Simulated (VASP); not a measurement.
Runs of VASP 6.6.1 on Sc. The structure is that of space group Im-3m (No. 229), or close to it. The cells are those of the table. 

```csv
task,cell,cutoff (eV),gap on the mesh (eV),pressure (GPa)
single point,"a = 2.812 Å, angles 70.5, 109.5, 70.5°, 1 atom",520,none,(a)
relaxation of cell and atoms,"relaxed from a = 3.187 Å, angles 70.5, 109.5, 70.5°, 1 atom",600,none,0.0
relaxation of cell and atoms,"relaxed to 30 GPa from a = 3.187 Å, angles 70.5, 109.5, 70.5°, 1 atom",600,none,30.0
single point,"a = 2.996 Å, angles 70.5, 109.5, 70.5°, 1 atom",520,none,10.0
relaxation of cell and atoms,"relaxed to 20 GPa from a = 3.187 Å, angles 70.5, 109.5, 70.5°, 1 atom",600,none,19.9
relaxation of cell and atoms,"relaxed to 10 GPa from a = 3.187 Å, angles 70.5, 109.5, 70.5°, 1 atom",600,none,10.0
single point,"a = 2.888 Å, angles 70.5, 109.5, 70.5°, 1 atom",520,none,20.1
single point,"a = 3.144 Å, angles 70.5, 109.5, 70.5°, 1 atom",520,none,0.0
```

Alike in all rows: level PBEsol; potentials or basis VASP PAW PBE potentials, release 64 (Sc_sv); no spin polarisation; k mesh 9 × 9 × 9; smearing gaussian 0.05 eV.

Q: Estimate the missing entries.

A: (a) 30.2.

Caveats: the PAW data sets were made with another functional, which shifts forces and pressure a little; the cell is relaxed towards a set pressure, so the enthalpy falls and the energy may rise (some runs).

A gap of «none» marks levels without a gap at the run's occupations.
